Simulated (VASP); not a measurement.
A run of VASP 6.6.1 is set up as follows.

The input INCAR:

```
ALGO = Normal
EDIFF = 1E-6
ENCUT = 500
GGA = PS
GGA_COMPAT = F
ISIF = 2
ISMEAR = 0
LASPH = T
LCHARG = F
LREAL = F
LWAVE = F
NBANDS = 11
NELM = 120
PREC = Accurate
SIGMA = 0.01
```

The input KPOINTS:

```
k-points
0
Gamma
  6 6 6
```

File POSCAR:

```
BP
1.0
    0.0000000000      2.2601345997      2.2601345997
    2.2601345997      0.0000000000      2.2601345997
    2.2601345997      2.2601345997      0.0000000000
B P
1 1
Direct
    0.0000000000      0.0000000000      0.0000000000
    0.2500000000      0.2500000000      0.2500000000
```

Potentials or basis: VASP PAW PBE potentials, release 64 (B, P).

Run with:

```bash
$ cat potpaw_PBE.64/B/POTCAR potpaw_PBE.64/P/POTCAR > POTCAR
$ mpirun -np 1 vasp_std > vasp.out
```

Q: What does it give for the pressure?

A: 0.2 GPa.

Q: What does it give for the band gap on the k mesh?

A: 1.20 eV, indirect (least direct gap 3.37 eV).

Caveat: the PAW data sets were made with another functional, which shifts forces and pressure a little. As with any semilocal functional, this PBEsol gap is likely too small.
